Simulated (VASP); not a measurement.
A run of VASP 6.6.1 is set up as follows.

File INCAR:

```
SYSTEM = Ti4N3O
PREC     = Accurate       ! precision mode
ENCUT    = 520            ! plane-wave cutoff, eV
EDIFF    = 1E-6           ! SCF threshold, eV
ISMEAR   = 0              ! smearing method
SIGMA    = 0.1            ! smearing width, eV
LREAL    = .False.        ! projectors in reciprocal space
LASPH    = .True.         ! aspherical terms in the spheres
NELM     = 80             ! most SCF steps
ALGO     = Normal         ! electronic algorithm
ISIF     = 2              ! what is computed and relaxed
LWAVE    = .False.        ! write WAVECAR
LCHARG   = .False.        ! write CHGCAR
GGA      = PE             ! functional
NBANDS   = 44             ! bands
```

The input KPOINTS:

```
regular mesh
0
Gamma
  10 10 10
  0 0 0
```

File POSCAR:

```
Ti4N3O
1.0
    4.2115223142      0.0000000000      0.0000000000
    0.0000000000      4.2115223142      0.0000000000
    0.0000000000      0.0000000000      4.2115223142
Ti N O
4 3 1
Direct
    0.0000000000      0.0000000000      0.0000000000
    0.5000000000      0.0000000000      0.5000000000
    0.0000000000      0.5000000000      0.5000000000
    0.5000000000      0.5000000000      0.0000000000
    0.0000000000      0.5000000000      0.0000000000
    0.5000000000      0.0000000000      0.0000000000
    0.0000000000      0.0000000000      0.5000000000
    0.5000000000      0.5000000000      0.5000000000
```

Potentials or basis: VASP PAW PBE potentials, release 64 (Ti_sv, N, O).

Launch:

```bash
$ cat potpaw_PBE.64/Ti_sv/POTCAR potpaw_PBE.64/N/POTCAR potpaw_PBE.64/O/POTCAR > POTCAR
$ mpirun -np 1 vasp_std > vasp.out
```

Q: Estimate the band gap on the k mesh.

A: Zero (an odd number of electrons rules out a gap without spin polarisation).

Q: Estimate the pressure.

A: 9.1 GPa.

Caveat: the cell stands under pressure; an odd number of electrons without spin polarisation forces a metal; a magnetic or distorted state may lie lower.
